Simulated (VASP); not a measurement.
# InP: single point with PBEsol

Crystal: InP.

```
In P
1.0
     3.86019    0.00000    0.00000
     0.00000    3.86019    0.00000
     1.93010    1.93010    2.72957
In P
1 1
Cartesian
  0.0000 0.0000 0.0000
  1.9301 1.9301 0.0000
```

```json
{
  "Program": "VASP 6.6.1",
  "Task": "single point",
  "Functional": "PBEsol",
  "Potentials or basis": "VASP PAW PBE potentials, release 64 (In_d, P)",
  "Cutoff": "520 eV",
  "k mesh": "9 × 9 × 13",
  "Occupations": "gaussian, width 0.1 eV",
  "Spin": "no spin polarisation",
  "Dipole correction": "no",
  "Further INCAR settings": "ALGO = Normal; EDIFF = 1e-06; NBANDS = 16; ISYM = 0"
}
```

The pressure is 0.0 GPa. The band gap on the k mesh is zero (band 9 reaches 7.79 eV, above the bottom of band 10 at 5.03 eV).

Levels at points of the mesh, in eV from the Fermi level:
```
           k point  band 6  band 7  band 8  band 9  band 10  band 11  band 12  band 13
(0.00, 0.00, 0.00)  -12.36   -0.31   -0.31   -0.31     0.82     7.07     7.07     7.07
```

It took 6.1 min on 1 thread of Intel(R) Xeon(R) Platinum 8259CL CPU @ 2.50GHz (Skylake/Cascade Lake) (shared host), peak memory 0.44 GiB.

Caveat: the PAW data sets were made with another functional, which shifts forces and pressure a little; spin-orbit coupling is left out, which moves the levels of the heavy elements.
